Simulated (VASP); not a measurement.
The system is Fe.

```
CELL_PARAMETERS angstrom
-1.38080 1.38080 1.38080
1.38080 -1.38080 1.38080
1.38080 1.38080 -1.38080
ATOMIC_POSITIONS crystal
Fe 0.00000 0.00000 0.00000
```

Base run:

- Program: VASP 6.6.1
- Functional: PBE
- Potentials or basis: VASP PAW PBE potentials, release 64 (Fe)
- Cutoff: 600 eV
- k mesh: 16 × 16 × 16
- Occupations: gaussian, width 0.6 eV
- Spin: no spin polarisation

Its results: band gap on the k mesh zero (bands 4 and 5 overlap by 2.03 eV); pressure 3.3 GPa.

Question: The run is repeated on the same cell with these changes: occupations from gaussian, width 0.6 eV to gaussian, width 1 eV. What comes out?

Answer: Band gap on the k mesh zero (bands 4 and 5 overlap by 2.04 eV); pressure 8.2 GPa.

Caveats: the cell stands under pressure; so wide a smearing shifts energies and pressures; the run has no spin polarisation, though such a crystal can be magnetic.
